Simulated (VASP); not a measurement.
# KNd2Sb3 (P-6m2) in VASP: notebook

KNd2Sb3 is run at these levels: PBE; tasks: single point.

All numbers are computed with VASP 6.6.1; they aren't measurements. Logs are shortened: lines on timing, memory, paths and dates and some standing lists are left out, and cuts for length are marked.

### 1 The cell of the first run

It takes space group P-6m2 (No. 187, hexagonal). Conventional cell: a = 4.791 Å, b = 4.791 Å, c = 10.710 Å, α = 90.00°, β = 90.00°, γ = 120.00°. Within 4.6 Å of K (site symmetry -6m2) lie 6 Sb at 3.50 Å and 6 Nd at 4.48 Å. Nd (site symmetry 3m) has 6 Sb at 3.09 to 3.32 Å and 1 Nd at 3.66 Å within 4.1 Å. Within 4.2 Å of Sb (site symmetry -6m2) lie 2 Sb at 3.20 Å and 6 Nd at 3.32 Å. Sb (site symmetry 3m) has 3 Nd at 3.09 Å and 1 Sb at 3.20 Å and 3 K at 3.50 Å within 4.1 Å.

### 2 Single point, PBE (35.48 Å³/atom)

File INCAR:

```
SYSTEM = KNd2Sb3
ALGO = Normal
EDIFF = 1E-6
ENCUT = 500
GGA = PE
GGA_COMPAT = .False.
ISIF = 2
ISMEAR = 0
LASPH = .True.
LCHARG = .True.
LELF = .True.
LMAXMIX = 6
LREAL = .False.
LVHAR = .True.
LWAVE = .False.
NBANDS = 32
NELM = 200
PREC = Accurate
SIGMA = 0.02
```

File KPOINTS:

```
k-points
0
Gamma
  6 6 4
  0 0 0
```

File POSCAR:

```
KNd2Sb3
1.0
    4.7908662738      0.0000000000      0.0000000000
   -2.3954331369      4.1490118992      0.0000000000
    0.0000000000      0.0000000000     10.7098047088
K Nd Sb
1 2 3
Direct
    0.6666666667      0.3333333333      0.0000000000
    0.3333333333      0.6666666667      0.3289515398
    0.3333333333      0.6666666667      0.6710484602
    0.0000000000      0.0000000000      0.5000000000
    0.0000000000      0.0000000000      0.7991554995
    0.0000000000      0.0000000000      0.2008445005
```

Potentials or basis: VASP PAW PBE potentials, release 64 (K_sv, Nd_3, Sb), 4f in core.

On the command line:

```
cat potpaw_PBE.64/K_sv/POTCAR potpaw_PBE.64/Nd_3/POTCAR potpaw_PBE.64/Sb/POTCAR > POTCAR
mpirun -np 1 vasp_std > vasp.out
```

OUTCAR:

```text
SYSTEM = KNd2Sb3
   EDIFF = 1E-6
   ENCUT = 500
   GGA = PE
   ISIF = 2
   ISMEAR = 0
   LASPH = .True.
   LREAL = .False.
   NELM = 200
   PREC = Accurate

 ion  position               nearest neighbor table
   1  0.667  0.333  0.000-   5 3.50   6 3.50   5 3.50   6 3.50   5 3.50   6 3.50
   2  0.333  0.667  0.329-   6 3.09   6 3.09   6 3.09   4 3.32   4 3.32   4 3.32   3 3.66
   3  0.333  0.667  0.671-   5 3.09   5 3.09   5 3.09   4 3.32   4 3.32   4 3.32   2 3.66
   4  0.000  0.000  0.500-   5 3.20   6 3.20   2 3.32   3 3.32   2 3.32   3 3.32   2 3.32   3 3.32

   5  0.000  0.000  0.799-   3 3.09   3 3.09   3 3.09   4 3.20   1 3.50   1 3.50   1 3.50
   6  0.000  0.000  0.201-   2 3.09   2 3.09   2 3.09   4 3.20   1 3.50   1 3.50   1 3.50

  LATTYP: Found a hexagonal cell.
 ALAT       =     4.7908662738
 C/A-ratio  =     2.2354630868

  Lattice vectors:

 A1 = (   4.7908662738,   0.0000000000,   0.0000000000)
 A2 = (  -2.3954331369,   4.1490118992,   0.0000000000)
 A3 = (   0.0000000000,   0.0000000000,  10.7098047088)

Analysis of symmetry for initial positions (statically):
=====================================================================
 Subroutine PRICEL returns:
 Original cell was already a primitive cell.

 Routine SETGRP: Setting up the symmetry group for a
 hexagonal supercell.

 Subroutine GETGRP returns: Found 12 space group operations
 (whereof 12 operations were pure point group operations)
 out of a pool of 24 trial point group operations.

The static configuration has the point symmetry D_3h.

Analysis of symmetry for dynamics (positions and initial velocities):
=====================================================================
 Subroutine PRICEL returns:
 Original cell was already a primitive cell.

 Routine SETGRP: Setting up the symmetry group for a
 hexagonal supercell.

 Subroutine GETGRP returns: Found 12 space group operations
 (whereof 12 operations were pure point group operations)
 out of a pool of 24 trial point group operations.

The dynamic configuration has the point symmetry D_3h.

 Subroutine INISYM returns: Found 12 space group operations
 (whereof 12 operations are pure point group operations),
 and found     1 'primitive' translations

----------------------------------------------------------------------------------------

                                     Primitive cell

  volume of cell :     212.8827

  direct lattice vectors                    reciprocal lattice vectors
     4.790866274  0.000000000  0.000000000     0.208730518  0.120510621  0.000000000
    -2.395433137  4.149011899  0.000000000     0.000000000  0.241021242  0.000000000
     0.000000000  0.000000000 10.709804709     0.000000000  0.000000000  0.093372384

  length of vectors
     4.790866274  4.790866274 10.709804709     0.241021242  0.241021242  0.093372384

  position of ions in fractional coordinates (direct lattice)
     0.666666667  0.333333333  0.000000000
     0.333333333  0.666666667  0.328951540
     0.333333333  0.666666667  0.671048460
     0.000000000  0.000000000  0.500000000
     0.000000000  0.000000000  0.799155500
     0.000000000  0.000000000  0.200844500

  ion indices of the primitive-cell ions
   primitive index   ion index
                 1           1
                 2           2
                 3           3
                 4           4
                 5           5
                 6           6

----------------------------------------------------------------------------------------

 KPOINTS: k-points

Automatic generation of k-mesh.
 Grid dimensions read from file:
 generate k-points for:    6    6    4

 Generating k-lattice:

  Cartesian coordinates                     Fractional coordinates (reciprocal lattice)
     0.034788420  0.020085103  0.000000000     0.166666667  0.000000000  0.000000000
     0.000000000  0.040170207  0.000000000     0.000000000  0.166666667  0.000000000
     0.000000000  0.000000000  0.023343096     0.000000000  0.000000000  0.250000000

  Length of vectors
     0.040170207  0.040170207  0.023343096

  Shift w.r.t. Gamma in fractional coordinates (k-lattice)
     0.000000000  0.000000000  0.000000000

 Subroutine IBZKPT returns following result:
 ===========================================

 Found     21 irreducible k-points:

 Following reciprocal coordinates:
            Coordinates               Weight
  0.000000  0.000000  0.000000      1.000000
  0.166667 -0.000000  0.000000      6.000000
  0.333333  0.000000  0.000000      6.000000
  0.500000 -0.000000  0.000000      3.000000
  0.166667  0.166667  0.000000      6.000000
  0.333333  0.166667  0.000000     12.000000
[... 13 lines left out ...]
  0.333333  0.166667  0.500000     12.000000
  0.333333  0.333333  0.500000      2.000000
   k-points           NKPTS =     21   k-points in BZ     NKDIM =     21   number of bands    NBANDS=     32
   number of dos      NEDOS =    301   number of ions     NIONS =      6
   total plane-waves  NPLWV = 103680
   dimension x,y,z NGX =    36 NGY =   36 NGZ =   80
   dimension x,y,z NGXF=    72 NGYF=   72 NGZF=  160
   ions per type =               1   2   3
   NGX,Y,Z   is equivalent  to a cutoff of  12.49, 12.49, 12.42 a.u.
   NGXF,Y,Z  is equivalent  to a cutoff of  24.98, 24.98, 24.84 a.u.
 SYSTEM =  KNd2Sb3
   PREC   = accura    normal or accurate (medium, high low for compatibility)
   ISTART =      0    job   : 0-new  1-cont  2-samecut
   ICHARG =      2    charge: 1-file 2-atom 10-const
   ISPIN  =      1    spin polarized calculation?
   LNONCOLLINEAR =      F non collinear calculations
   LSORBIT =      F    spin-orbit coupling
   LASPH  =      T    aspherical Exc in radial PAW
   ENCUT  =  500.0 eV  36.75 Ry    6.06 a.u.   8.73  8.73 19.53*2*pi/ulx,y,z
   NELM   =    200;   NELMIN=  2; NELMDL= -5     # of ELM steps
   EDIFF  = 0.1E-05   stopping-criterion for ELM
   LREAL  =      F    real-space projection
   EDIFFG = 0.1E-04   stopping-criterion for IOM
   NSW    =      0    number of steps for IOM
   IBRION =     -1    ionic relax: 0-MD 1-quasi-New 2-CG
   NFREE  =      0    steps in history (QN), initial steepest desc. (CG)
   ISIF   =      2    stress and relaxation
   ISYM   =      2    0-nonsym 1-usesym 2-fastsym
   POTIM  = 0.5000    time-step for ionic-motion
   TEBEG  =    0.0;   TEEND  =   0.0 temperature during run
   PSTRESS=    0.0 pullay stress
   NELECT =      46.0000    total number of electrons
   NUPDOWN=      -1.0000    fix difference up-down
   EMIN   =  10.00;   EMAX   =-10.00  energy-range for DOS
   EFERMI =   0.00;   METHOD = LEGACY
   ISMEAR =     0;   SIGMA  =   0.02  broadening in eV -4-tet -1-fermi 0-gaus
   EFERMI_NEDOS =   21; number of points for ismear=-14 and -15
   IALGO  =     38    algorithm
   IMIX   =      4    mixing-type and parameters
     AMIX     =   0.40;   BMIX     =  1.00
     AMIX_MAG =   1.60;   BMIX_MAG =  1.00
  volume/ion in A,a.u.               =      35.48       239.43
  Fermi-wavevector in a.u.,A,eV,Ry     =   0.982383  1.856434 13.130652  0.965076
  Thomas-Fermi vector in A             =   2.113461
   LORBIT       =      0    0 simple, 1 ext, 2 COOP (PROOUT), +10 PAW based schemes
   GGA     = PE    functional components
   LHFCALC =     F    Hartree Fock is set to
   AEXX    =    0.0000 exact exchange contribution
   IVDW    =     0    specifies the selected vdW correction
   LEPSILON=     F    determine dielectric tensor
   LRPA    =     F    only Hartree local field effects (RPA)
 non-spin polarized calculation
 Gauss-broadening in eV      SIGMA  =   0.02
  energy-cutoff  :      500.00
  volume of cell :      212.88
 maximum number of plane-waves:      5427
 NGX is ok and might be reduce to    36
   NGX = 17   NGY = 17   NGZ = 39

 number of electron      46.0000000 magnetization

 Free energy of the ion-electron system (eV)
  ---------------------------------------------------
  ext. energy  EPLUGINS =         0.00000000
  ---------------------------------------------------
  free energy    TOTEN  =       -27.49603021 eV

  energy without entropy =      -27.49603021  energy(sigma->0) =      -27.49603021

 E-fermi :   3.7526     XC(G=0):  -8.7164

 val. band max:        3.5508328332   @ k =   0.3333   0.3333   0.5000
 cond. band min:       4.1601674350   @ k =   0.5000  -0.0000   0.0000
 fundamental gap:      0.6093346018
 Fermi energy:         3.7526246694

 k-point     1 :       0.0000    0.0000    0.0000
  band No.  band energies     occupation
      1     -34.4051      2.00000
      2     -34.3839      2.00000
      3     -26.5931      2.00000
      4     -15.7077      2.00000
      5     -15.5533      2.00000
      6     -15.5533      2.00000
[... 24 lines left out ...]
     31       7.0744      0.00000
     32       7.4464      0.00000

 k-point     2 :       0.1667   -0.0000    0.0000
  band No.  band energies     occupation
      1     -34.4042      2.00000
      2     -34.3831      2.00000
      3     -26.5925      2.00000
      4     -15.7007      2.00000
      5     -15.5825      2.00000
      6     -15.5589      2.00000
[... 24 lines left out ...]
     31       7.0225      0.00000
     32       7.1387      0.00000

 k-point     3 :       0.3333    0.0000    0.0000
  band No.  band energies     occupation
      1     -34.4025      2.00000
      2     -34.3815      2.00000
      3     -26.5913      2.00000
      4     -15.6868      2.00000
      5     -15.6400      2.00000
      6     -15.5929      2.00000
[... 24 lines left out ...]
     31       7.1116      0.00000
     32       7.9865      0.00000

 k-point     4 :       0.5000   -0.0000    0.0000
  band No.  band energies     occupation
      1     -34.4017      2.00000
      2     -34.3807      2.00000
      3     -26.5906      2.00000
      4     -15.6798      2.00000
      5     -15.6681      2.00000
      6     -15.6170      2.00000
[... 549 lines left out ...]
     31       7.1759      0.00000
     32       7.7393      0.00000

 k-point    20 :       0.3333    0.1667    0.5000
  band No.  band energies     occupation
      1     -34.4017      2.00000
      2     -34.3807      2.00000
      3     -26.5906      2.00000
      4     -15.6796      2.00000
      5     -15.6570      2.00000
      6     -15.6070      2.00000
[... 24 lines left out ...]
     31       7.0028      0.00000
     32       7.6968      0.00000

 k-point    21 :       0.3333    0.3333    0.5000
  band No.  band energies     occupation
      1     -34.4013      2.00000
      2     -34.3803      2.00000
      3     -26.5903      2.00000
      4     -15.6761      2.00000
      5     -15.6558      2.00000
      6     -15.6055      2.00000
[... 24 lines left out ...]
     31       7.4684      0.00000
     32       7.5824      0.00000

------------------------ aborting loop because EDIFF is reached ----------------------------------------

  FORCE on cell =-STRESS in cart. coord.  units (eV):
  Direction    XX          YY          ZZ          XY          YZ          ZX
  --------------------------------------------------------------------------------------
  -------------------------------------------------------------------------------------
  Total        2.7113516      2.7113516      2.6407541      0.0000000      0.0000000      0.0000000
  in kB       20.4059181     20.4059181     19.8745939      0.0000000      0.0000000      0.0000000
  external PRESSURE =      20.2288101 kB  Pullay stress =       0.0000000 kB

 VOLUME and BASIS-vectors are now :
 -----------------------------------------------------------------------------
  energy-cutoff  :      500.00
  volume of cell :      212.88
      direct lattice vectors                 reciprocal lattice vectors
     4.790866274  0.000000000  0.000000000     0.208730518  0.120510621  0.000000000
    -2.395433137  4.149011899  0.000000000     0.000000000  0.241021242  0.000000000
     0.000000000  0.000000000 10.709804709     0.000000000  0.000000000  0.093372384

 POSITION                                       TOTAL-FORCE (eV/Angst)
 -----------------------------------------------------------------------------------
      2.39543      1.38300      0.00000         0.000000      0.000000     -0.000000
     -0.00000      2.76601      3.52301        -0.000000     -0.000000      0.000659
     -0.00000      2.76601      7.18680        -0.000000      0.000000     -0.000659
      0.00000      0.00000      5.35490         0.000000      0.000000     -0.000000
      0.00000      0.00000      8.55880         0.000000      0.000000      0.026126
      0.00000      0.00000      2.15101         0.000000      0.000000     -0.026126
 -----------------------------------------------------------------------------------
    total drift:                                0.000000     -0.000000      0.000000

  FREE ENERGIE OF THE ION-ELECTRON SYSTEM (eV)
  ---------------------------------------------------
  free  energy   TOTEN  =       -27.4960302134 eV

  energy  without entropy=      -27.4960302134  energy(sigma->0) =      -27.49603021
```

It took 2.4 min on 1 thread of Intel Xeon Platinum 8375C at 2.90GHz (Ice Lake), shared host; peak memory 0.39 GiB.

What came out:

- Free energy: -27.4960 eV
- Pressure: 2.0 GPa
- Largest force: 0.026 eV/Å
- Band gap on the k mesh: 0.61 eV (least direct gap 0.89 eV)

Forces in eV/Å, atoms in the order of the input:
```
K    0.000  0.000  0.000
Nd   0.000  0.000  0.001
Nd   0.000  0.000 -0.001
Sb   0.000  0.000  0.000
Sb   0.000  0.000  0.026
Sb   0.000  0.000 -0.026
```

Caveat: semilocal functionals underestimate gaps, and a narrow one can read as zero; spin-orbit coupling is left out, which moves the levels of the heavy elements; the 4f electrons are frozen in the core, so they carry no moment and show no levels.

### 3 Single point, PBE (36.61 Å³/atom)

This run uses another cell than the first one, of 36.61 Å³/atom.

File INCAR:

```
  ALGO = Normal
  EDIFF = 1E-6
  ENCUT = 500
  GGA = PE
  GGA_COMPAT = F
  ISIF = 2
  ISMEAR = 0
  LASPH = T
  LCHARG = T
  LELF = T
  LMAXMIX = 6
  LREAL = F
  LVHAR = T
  LWAVE = F
  NBANDS = 32
  NELM = 200
  PREC = Accurate
  SIGMA = 0.02
```

File KPOINTS:

```
k-points
0
Gamma
  6 6 4
```

File POSCAR:

```
KNd2Sb3
1.0
    4.8258944293      0.0000000000      0.0000000000
   -2.4129472147      4.1793471717      0.0000000000
    0.0000000000      0.0000000000     10.8917557956
K Nd Sb
1 2 3
Direct
    0.6666666667      0.3333333333      0.0000000000
    0.3333333333      0.6666666667      0.3305173632
    0.3333333333      0.6666666667      0.6694826368
    0.0000000000      0.0000000000      0.5000000000
    0.0000000000      0.0000000000      0.7947770177
    0.0000000000      0.0000000000      0.2052229823
```

Potentials or basis: VASP PAW PBE potentials, release 64 (K_sv, Nd_3, Sb), 4f in core.

On the command line:

```
cat potpaw_PBE.64/K_sv/POTCAR potpaw_PBE.64/Nd_3/POTCAR potpaw_PBE.64/Sb/POTCAR > POTCAR
mpirun -np 1 vasp_std > vasp.out
```

Wall time 2.4 min (1 thread of Intel Xeon Platinum 8375C at 2.90GHz (Ice Lake), shared host); peak memory 0.39 GiB.

Results (log left out):

```
Free energy            : -27.5572 eV
Pressure               : 1.0 GPa
Largest force          : 0.025 eV/Å
Band gap on the k mesh : 0.71 eV (least direct gap 1.00 eV)
```

Forces on the atoms (eV/Å):
```
K    0.000  0.000  0.000
Nd   0.000  0.000  0.002
Nd   0.000  0.000 -0.002
Sb   0.000  0.000  0.000
Sb   0.000  0.000  0.025
Sb   0.000  0.000 -0.025
```

Levels at points of the mesh, in eV from the valence-band top:
```
           k point  band 19  band 20  band 21  band 22  band 23  band 24  band 25  band 26  band 27  band 28
(0.00, 0.00, 0.00)    -1.71    -0.99    -0.99    -0.49    -0.49     1.30     2.10     2.10     2.62     2.65
(0.50, 0.00, 0.00)    -1.43    -1.41    -1.01    -0.77    -0.75     0.71     1.47     2.26     2.30     2.62
(0.00, 0.00, 0.50)    -1.04    -1.04    -0.91    -0.43    -0.43     1.17     1.76     2.01     2.01     2.85
(0.50, 0.00, 0.50)    -1.43    -1.15    -0.77    -0.75    -0.37     1.00     1.24     1.42     2.31     2.63
```

Caveat: semilocal functionals underestimate gaps, and a narrow one can read as zero; spin-orbit coupling is left out, which moves the levels of the heavy elements; the 4f electrons are frozen in the core, so they carry no moment and show no levels. A k mesh can miss the band edges.

[end of part 1 of 2]
